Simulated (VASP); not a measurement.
# Cd (P6_3/mmc) in VASP: notebook

Runs on Cd. Level: PBEsol. Tasks: single point, relaxation of cell and atoms.

Program: VASP 6.6.1. These are calculated values, not measurements. Logs are shortened: lines on timing, memory, paths and dates and some standing lists are left out, and cuts for length are marked.

## (1) The cell of the first run

The structure is hexagonal, space group P6_3/mmc (No. 194). The conventional cell has a = 2.976 Å, b = 2.976 Å, c = 5.431 Å, α = 90.00°, β = 90.00°, γ = 120.00°. Within 3.9 Å of Cd (site symmetry -6m2) lie 12 Cd at 2.98 to 3.21 Å.

## (2) Single point, PBEsol

Input file INCAR:

```
  PREC = Accurate
  ENCUT = 520
  EDIFF = 1E-6
  ISMEAR = -1
  SIGMA = 0.05
  LREAL = False
  LASPH = True
  NELM = 80
  ALGO = Normal
  ISIF = 2
  LWAVE = False
  LCHARG = False
  GGA = PS
  NBANDS = 19
```

Input file KPOINTS:

```
regular mesh
0
Gamma
  16 16 9
```

Input file POSCAR:

```
Cd
1.0
    2.9757628428      0.0000000000      0.0000000000
   -1.4878814214      2.5770862175      0.0000000000
    0.0000000000      0.0000000000      5.4309367710
Cd
2
Direct
    0.3333333333      0.6666666667      0.2500000000
    0.6666666667      0.3333333333      0.7500000000
```

Potentials or basis: VASP PAW PBE potentials, release 64 (Cd).

The run is started by

```
$ cat potpaw_PBE.64/Cd/POTCAR > POTCAR
$ mpirun -np 1 vasp_std > vasp.out
```

OUTCAR:

```text
PREC = Accurate
   ENCUT = 520
   EDIFF = 1E-6
   ISMEAR = -1
   LREAL = False
   LASPH = True
   NELM = 80
   ISIF = 2
   GGA = PS

 ion  position               nearest neighbor table
   1  0.333  0.667  0.250-   2 3.21   2 3.21   2 3.21   2 3.21   2 3.21   2 3.21
   2  0.667  0.333  0.750-   1 3.21   1 3.21   1 3.21   1 3.21   1 3.21   1 3.21

  LATTYP: Found a hexagonal cell.
 ALAT       =     2.9757628428
 C/A-ratio  =     1.8250569880

  Lattice vectors:

 A1 = (   2.9757628428,   0.0000000000,   0.0000000000)
 A2 = (  -1.4878814214,   2.5770862175,   0.0000000000)
 A3 = (   0.0000000000,   0.0000000000,   5.4309367710)

Analysis of symmetry for initial positions (statically):
=====================================================================
 Subroutine PRICEL returns:
 Original cell was already a primitive cell.

 Routine SETGRP: Setting up the symmetry group for a
 hexagonal supercell.

 Subroutine GETGRP returns: Found 24 space group operations
 (whereof 12 operations were pure point group operations)
 out of a pool of 24 trial point group operations.

The static configuration has the point symmetry D_3d.
 The point group associated with its full space group is D_6h.

Analysis of symmetry for dynamics (positions and initial velocities):
=====================================================================
 Subroutine PRICEL returns:
 Original cell was already a primitive cell.

 Routine SETGRP: Setting up the symmetry group for a
 hexagonal supercell.

 Subroutine GETGRP returns: Found 24 space group operations
 (whereof 12 operations were pure point group operations)
 out of a pool of 24 trial point group operations.

The dynamic configuration has the point symmetry D_3d.
 The point group associated with its full space group is D_6h.

 Subroutine INISYM returns: Found 24 space group operations
 (whereof 12 operations are pure point group operations),
 and found     1 'primitive' translations

----------------------------------------------------------------------------------------

                                     Primitive cell

  volume of cell :      41.6488

  direct lattice vectors                    reciprocal lattice vectors
     2.975762843  0.000000000  0.000000000     0.336048285  0.194017568  0.000000000
    -1.487881421  2.577086218  0.000000000     0.000000000  0.388035136  0.000000000
     0.000000000  0.000000000  5.430936771     0.000000000  0.000000000  0.184130297

  length of vectors
     2.975762843  2.975762843  5.430936771     0.388035136  0.388035136  0.184130297

  position of ions in fractional coordinates (direct lattice)
     0.333333333  0.666666667  0.250000000
     0.666666667  0.333333333  0.750000000

  ion indices of the primitive-cell ions
   primitive index   ion index
                 1           1
                 2           2

----------------------------------------------------------------------------------------

 KPOINTS: regular mesh

Automatic generation of k-mesh.
 Grid dimensions read from file:
 generate k-points for:   16   16    9

 Generating k-lattice:

  Cartesian coordinates                     Fractional coordinates (reciprocal lattice)
     0.021003018  0.012126098  0.000000000     0.062500000 -0.000000000  0.000000000
     0.000000000  0.024252196  0.000000000     0.000000000  0.062500000  0.000000000
     0.000000000  0.000000000  0.020458922     0.000000000  0.000000000  0.111111111

  Length of vectors
     0.024252196  0.024252196  0.020458922

  Shift w.r.t. Gamma in fractional coordinates (k-lattice)
     0.000000000  0.000000000  0.000000000

 Subroutine IBZKPT returns following result:
 ===========================================

 Found    150 irreducible k-points:

 Following reciprocal coordinates:
            Coordinates               Weight
  0.000000  0.000000  0.000000      1.000000
  0.062500 -0.000000  0.000000      6.000000
  0.125000 -0.000000  0.000000      6.000000
  0.187500 -0.000000  0.000000      6.000000
  0.250000 -0.000000  0.000000      6.000000
  0.312500 -0.000000  0.000000      6.000000
[... 16 lines left out ...]
  0.187500  0.187500  0.000000      6.000000
  0.250000  0.187500  0.000000     12.000000
 [... further k-points ...]
   k-points           NKPTS =    150   k-points in BZ     NKDIM =    150   number of bands    NBANDS=     19
   number of dos      NEDOS =    301   number of ions     NIONS =      2
   total plane-waves  NPLWV =  23040
   dimension x,y,z NGX =    24 NGY =   24 NGZ =   40
   dimension x,y,z NGXF=    48 NGYF=   48 NGZF=   80
   ions per type =               2
   NGX,Y,Z   is equivalent  to a cutoff of  13.41, 13.41, 12.24 a.u.
   NGXF,Y,Z  is equivalent  to a cutoff of  26.82, 26.82, 24.49 a.u.
 SYSTEM =  unknown system
   PREC   = accura    normal or accurate (medium, high low for compatibility)
   ISTART =      0    job   : 0-new  1-cont  2-samecut
   ICHARG =      2    charge: 1-file 2-atom 10-const
   ISPIN  =      1    spin polarized calculation?
   LNONCOLLINEAR =      F non collinear calculations
   LSORBIT =      F    spin-orbit coupling
   LASPH  =      T    aspherical Exc in radial PAW
   ENCUT  =  520.0 eV  38.22 Ry    6.18 a.u.   5.53  5.53 10.10*2*pi/ulx,y,z
   NELM   =     80;   NELMIN=  2; NELMDL= -5     # of ELM steps
   EDIFF  = 0.1E-05   stopping-criterion for ELM
   LREAL  =      F    real-space projection
   EDIFFG = 0.1E-04   stopping-criterion for IOM
   NSW    =      0    number of steps for IOM
   IBRION =     -1    ionic relax: 0-MD 1-quasi-New 2-CG
   NFREE  =      0    steps in history (QN), initial steepest desc. (CG)
   ISIF   =      2    stress and relaxation
   ISYM   =      2    0-nonsym 1-usesym 2-fastsym
   POTIM  = 0.5000    time-step for ionic-motion
   TEBEG  =    0.0;   TEEND  =   0.0 temperature during run
   PSTRESS=    0.0 pullay stress
   NELECT =      24.0000    total number of electrons
   NUPDOWN=      -1.0000    fix difference up-down
   EMIN   =  10.00;   EMAX   =-10.00  energy-range for DOS
   EFERMI =   0.00;   METHOD = LEGACY
   ISMEAR =    -1;   SIGMA  =   0.05  broadening in eV -4-tet -1-fermi 0-gaus
   EFERMI_NEDOS =   21; number of points for ismear=-14 and -15
   IALGO  =     38    algorithm
   IMIX   =      4    mixing-type and parameters
     AMIX     =   0.40;   BMIX     =  1.00
     AMIX_MAG =   1.60;   BMIX_MAG =  1.00
  volume/ion in A,a.u.               =      20.82       140.53
  Fermi-wavevector in a.u.,A,eV,Ry     =   1.362316  2.574404 25.251125  1.855905
  Thomas-Fermi vector in A             =   2.488816
   LORBIT       =      0    0 simple, 1 ext, 2 COOP (PROOUT), +10 PAW based schemes
   GGA     = PS    functional components
   LHFCALC =     F    Hartree Fock is set to
   AEXX    =    0.0000 exact exchange contribution
   IVDW    =     0    specifies the selected vdW correction
   LEPSILON=     F    determine dielectric tensor
   LRPA    =     F    only Hartree local field effects (RPA)
 non-spin polarized calculation
  energy-cutoff  :      520.00
  volume of cell :       41.65
 maximum number of plane-waves:      1145
 NGX is ok and might be reduce to    24
   NGX = 11   NGY = 11   NGZ = 21

 number of electron      23.9999990 magnetization

 Free energy of the ion-electron system (eV)
  ---------------------------------------------------
  ext. energy  EPLUGINS =         0.00000000
  ---------------------------------------------------
  free energy    TOTEN  =        -2.40702810 eV

  energy without entropy =       -2.40445833  energy(sigma->0) =       -2.40574321

 E-fermi :   3.1147     XC(G=0): -11.4100

 val. band max:        3.0251015218   @ k =   0.3750   0.2500   0.4444
 cond. band min:       3.1191583827   @ k =   0.0000   0.0000   0.2222
 fundamental gap:      0.0940568609
 Fermi energy:         3.1147437616

 k-point     1 :       0.0000    0.0000    0.0000
  band No.  band energies     occupation
      1      -6.8975      2.00000
      2      -6.5571      2.00000
      3      -6.2112      2.00000
      4      -6.2112      2.00000
      5      -6.1451      2.00000
      6      -6.1451      2.00000
[... 11 lines left out ...]
     18      18.7594      0.00000
     19      19.1040      0.00000

 k-point     2 :       0.0625   -0.0000    0.0000
  band No.  band energies     occupation
      1      -6.8562      2.00000
      2      -6.5122      2.00000
      3      -6.2283      2.00000
      4      -6.1741      2.00000
      5      -6.1622      2.00000
      6      -6.1097      2.00000
[... 11 lines left out ...]
     18      19.0299      0.00000
     19      19.1523      0.00000

 k-point     3 :       0.1250   -0.0000    0.0000
  band No.  band energies     occupation
      1      -6.7557      2.00000
      2      -6.4393      2.00000
      3      -6.2697      2.00000
      4      -6.1803      2.00000
      5      -6.0674      2.00000
      6      -6.0078      2.00000
[... 11 lines left out ...]
     18      18.3724      0.00000
     19      18.5471      0.00000

 k-point     4 :       0.1875   -0.0000    0.0000
  band No.  band energies     occupation
      1      -6.6938      2.00000
      2      -6.3827      2.00000
      3      -6.3427      2.00000
      4      -6.1063      2.00000
      5      -6.0028      2.00000
      6      -5.9035      2.00000
[... 11 lines left out ...]
     18      16.6257      0.00000
     19      16.6620      0.00000

 k-point     5 :       0.2500   -0.0000    0.0000
  band No.  band energies     occupation
      1      -6.7487      2.00000
      2      -6.4841      2.00000
      3      -6.2191      2.00000
      4      -6.2109      2.00000
      5      -5.9585      2.00000
      6      -5.8763      2.00000
[... 11 lines left out ...]
     18      16.2136      0.00000
     19      16.9187      0.00000
[... 334 lines left out ...]
      2      -6.6288      2.00000
      3      -6.6039      2.00000
      4      -6.1239      2.00000
      5      -6.0263      2.00000
      6      -5.9155      2.00000
[... 11 lines left out ...]
     18      13.9202      0.00000
     19      14.5863      0.00000

 k-point    22 :       0.4375    0.1250    0.0000
  band No.  band energies     occupation
      1      -6.8730      2.00000
      2      -6.6577      2.00000
      3      -6.6237      2.00000
      4      -6.1084      2.00000
      5      -6.0691      2.00000
      6      -5.8852      2.00000
[... 11 lines left out ...]
     18      13.7924      0.00000
     19      14.5021      0.00000

 k-point    23 :       0.1875    0.1875    0.0000
  band No.  band energies     occupation
      1      -6.5223      2.00000
      2      -6.4820      2.00000
      3      -6.3659      2.00000
      4      -6.1519      2.00000
      5      -6.1248      2.00000
      6      -5.9861      2.00000
[... 11 lines left out ...]
     18      13.5778      0.00000
     19      14.2191      0.00000

 k-point    24 :       0.2500    0.1875    0.0000
  band No.  band energies     occupation
      1      -6.5901      2.00000
      2      -6.4861      2.00000
      3      -6.4377      2.00000
      4      -6.1670      2.00000
      5      -6.0759      2.00000
      6      -5.9064      2.00000
[... 11 lines left out ...]
     18      12.7535      0.00000
     19      13.5551      0.00000

 [... further k-points ...]
[... 5 lines left out ...]
  --------------------------------------------------------------------------------------
  -------------------------------------------------------------------------------------
  Total        0.1179605      0.1179605      0.0584588     -0.0000000      0.0000000      0.0000000
  in kB        4.5377966      4.5377966      2.2488388     -0.0000000      0.0000000      0.0000000
  external PRESSURE =       3.7748107 kB  Pullay stress =       0.0000000 kB

 VOLUME and BASIS-vectors are now :
 -----------------------------------------------------------------------------
  energy-cutoff  :      520.00
  volume of cell :       41.65
      direct lattice vectors                 reciprocal lattice vectors
     2.975762843  0.000000000  0.000000000     0.336048285  0.194017568  0.000000000
    -1.487881421  2.577086218  0.000000000     0.000000000  0.388035136  0.000000000
     0.000000000  0.000000000  5.430936771     0.000000000  0.000000000  0.184130297

 POSITION                                       TOTAL-FORCE (eV/Angst)
 -----------------------------------------------------------------------------------
     -0.00000      1.71806      1.35773        -0.000000      0.000000      0.000000
      1.48788      0.85903      4.07320         0.000000      0.000000      0.000000
 -----------------------------------------------------------------------------------
    total drift:                               -0.000000      0.000000     -0.000000

  FREE ENERGIE OF THE ION-ELECTRON SYSTEM (eV)
  ---------------------------------------------------
  free  energy   TOTEN  =        -2.4070280954 eV

  energy  without entropy=       -2.4044583257  energy(sigma->0) =       -2.40574321
```

Run time: 25 s. Hardware: 1 thread of Intel Xeon 6975P-C (Granite Rapids), shared host; peak memory 0.22 GiB.

Results:

```yaml
Free_energy: -2.4070 eV
Pressure: 0.4 GPa
Band_gap_on_the_k_mesh: zero (band 12 reaches 4.24 eV, above the bottom of band 13 at 0.41 eV)
```

Stress tensor (GPa, compression positive):
```
0.45 0.00 0.00
0.00 0.45 0.00
0.00 0.00 0.22
```

Caveat: the PAW data sets were made with another functional, which shifts forces and pressure a little.

## (3) Relaxation of cell and atoms, PBEsol

This run uses another cell than the first one, of 21.68 Å³/atom, 1.041 times its volume.

Input file INCAR:

```
SYSTEM = Cd
PREC     = Accurate       ! precision mode
ENCUT    = 600            ! plane-wave cutoff, eV
EDIFF    = 1E-6           ! SCF threshold, eV
ISMEAR   = -1             ! smearing method
SIGMA    = 0.05           ! smearing width, eV
LREAL    = .False.        ! projectors in reciprocal space
LASPH    = .True.         ! aspherical terms in the spheres
NELM     = 100            ! most SCF steps
ALGO     = Normal         ! electronic algorithm
ISIF     = 3              ! what is computed and relaxed
LWAVE    = .False.        ! write WAVECAR
LCHARG   = .False.        ! write CHGCAR
GGA      = PS             ! functional
IBRION   = 2              ! ionic algorithm
NSW      = 80             ! ionic steps
EDIFFG   = -0.02          ! ionic threshold
```

Input file KPOINTS:

```
regular mesh
0
Gamma
  16 16 9
  0 0 0
```

Input file POSCAR:

```
Cd
1.0
    3.1300000000      0.0000000000      0.0000000000
   -1.5650000000      2.7106595138      0.0000000000
    0.0000000000      0.0000000000      5.1112900000
Cd
2
Direct
    0.3333333333      0.6666666667      0.2500000000
    0.6666666667      0.3333333333      0.7500000000
```

Potentials or basis: VASP PAW PBE potentials, release 64 (Cd).

The run is started by

```
$ cat potpaw_PBE.64/Cd/POTCAR > POTCAR
$ mpirun -np 1 vasp_std > vasp.out
```

OUTCAR:

```text
SYSTEM = Cd
   PREC = Accurate
   ENCUT = 600
   EDIFF = 1E-6
   ISMEAR = -1
   LREAL = .False.
   LASPH = .True.
   NELM = 100
   ISIF = 3
   GGA = PS
   IBRION = 2
   NSW = 80
   EDIFFG = -0.02

 ion  position               nearest neighbor table
   1  0.333  0.667  0.250-   2 3.13   2 3.13   2 3.13   2 3.13   2 3.13   2 3.13
   2  0.667  0.333  0.750-   1 3.13   1 3.13   1 3.13   1 3.13   1 3.13   1 3.13

  LATTYP: Found a hexagonal cell.
 ALAT       =     3.1300000000
 C/A-ratio  =     1.6330000000

  Lattice vectors:

 A1 = (   3.1300000000,   0.0000000000,   0.0000000000)
 A2 = (  -1.5650000000,   2.7106595138,   0.0000000000)
 A3 = (   0.0000000000,   0.0000000000,   5.1112900000)

Analysis of symmetry for initial positions (statically):
=====================================================================
 Subroutine PRICEL returns:
 Original cell was already a primitive cell.

 Routine SETGRP: Setting up the symmetry group for a
 hexagonal supercell.

 Subroutine GETGRP returns: Found 24 space group operations
 (whereof 12 operations were pure point group operations)
[... 177 lines left out ...]
  external PRESSURE =     -21.2742303 kB  Pullay stress =       0.0000000 kB
[... 89 lines left out ...]
  FREE ENERGIE OF THE ION-ELECTRON SYSTEM (eV)
  ---------------------------------------------------
  free  energy   TOTEN  =        -2.3745957264 eV

  energy  without entropy=       -2.3687807358  energy(sigma->0) =       -2.37168823

[... ionic steps 4 to 8 ...]

--------------------------------------- Ionic step        9  -------------------------------------------

 number of electron      23.9999999 magnetization

------------------------ aborting loop because EDIFF is reached ----------------------------------------
[... 67 lines left out ...]
--------------------------------------- Ionic step       11  -------------------------------------------

 number of electron      23.9999998 magnetization

 Free energy of the ion-electron system (eV)
  ---------------------------------------------------
  ext. energy  EPLUGINS =         0.00000000
  ---------------------------------------------------
  free energy    TOTEN  =        -2.40824981 eV

  energy without entropy =       -2.40560361  energy(sigma->0) =       -2.40692671

 E-fermi :   3.0882     XC(G=0): -11.3931

 val. band max:        3.0055858280   @ k =   0.3750   0.2500   0.4444
 cond. band min:       3.0889298998   @ k =   0.0000   0.0000   0.2222
 fundamental gap:      0.0833440718
 Fermi energy:         3.0881977794

 k-point     1 :       0.0000    0.0000    0.0000
  band No.  band energies     occupation
      1      -6.9074      2.00000
      2      -6.5690      2.00000
      3      -6.2270      2.00000
      4      -6.2270      2.00000
      5      -6.1615      2.00000
      6      -6.1615      2.00000
[... 433 lines left out ...]
      3      -6.4513      2.00000
      4      -6.1822      2.00000
      5      -6.0920      2.00000
      6      -5.9233      2.00000
[... 8 lines left out ...]
     15       7.6237      0.00000
     16      11.2165      0.00000

 [... further k-points ...]
[... 5 lines left out ...]
  --------------------------------------------------------------------------------------
  -------------------------------------------------------------------------------------
  Total        0.0338607      0.0338607     -0.0147448      0.0000000      0.0000000     -0.0000000
  in kB        1.2985362      1.2985362     -0.5654521      0.0000000      0.0000000     -0.0000000
  external PRESSURE =       0.6772067 kB  Pullay stress =       0.0000000 kB
[... 17 lines left out ...]
  FREE ENERGIE OF THE ION-ELECTRON SYSTEM (eV)
  ---------------------------------------------------
  free  energy   TOTEN  =        -2.4082498077 eV

  energy  without entropy=       -2.4056036139  energy(sigma->0) =       -2.40692671

 reached required accuracy - stopping structural energy minimisation
```

It took 4.5 min on 1 thread of Intel Xeon 6975P-C (Granite Rapids), shared host; peak memory 0.26 GiB.

What came out:

```yaml
Free_energy: -2.4082 eV
Relaxed_volume: 20.89 Å³/atom
Relaxed_cell: a = 2.978 Å, b = 2.978 Å, c = 5.438 Å, α = 90.00°, β = 90.00°, γ = 120.00°
Space_group_after_relaxing_to_0.05_Å: P6_3/mmc (No. 194)
Energy_gained_by_relaxing: 24.3 meV/atom
Ionic_steps: 11
Pressure_after_relaxing: 0.1 GPa
Band_gap_on_the_k_mesh: zero (band 12 reaches 4.21 eV, above the bottom of band 13 at 0.37 eV)
```

Step by step:
```tsv
step	energy change (eV)	largest force (eV/Å)	pressure (GPa)	volume (Å³)
1	0.0000	0.0000	-2.13	43.37
2	-0.0149	0.0000	0.07	41.58
3	-0.0150	0.0000	0.25	41.43
4	-0.0200	0.0000	0.37	41.36
5	-0.0377	0.0000	0.84	41.14
6	-0.0293	0.0000	2.95	40.56
7	-0.0448	0.0000	1.29	40.94
8	-0.0482	0.0000	0.54	41.47
9	-0.0485	0.0000	0.21	41.74
10	-0.0485	0.0000	0.26	41.71
11	-0.0487	0.0000	0.07	41.78
```

Final structure:
```cif
data_structure
_symmetry_space_group_name_H-M 'P 1'
_symmetry_Int_Tables_number 1
_cell_length_a 2.9784
_cell_length_b 2.9784
_cell_length_c 5.4381
_cell_angle_alpha 90.000
_cell_angle_beta 90.000
_cell_angle_gamma 120.000
_cell_volume 41.78
loop_
_atom_site_label
_atom_site_type_symbol
_atom_site_fract_x
_atom_site_fract_y
_atom_site_fract_z
_atom_site_occupancy
Cd1 Cd 0.33333 0.66667 0.25000 1
Cd2 Cd 0.66667 0.33333 0.75000 1
```

Caveat: the PAW data sets were made with another functional, which shifts forces and pressure a little.
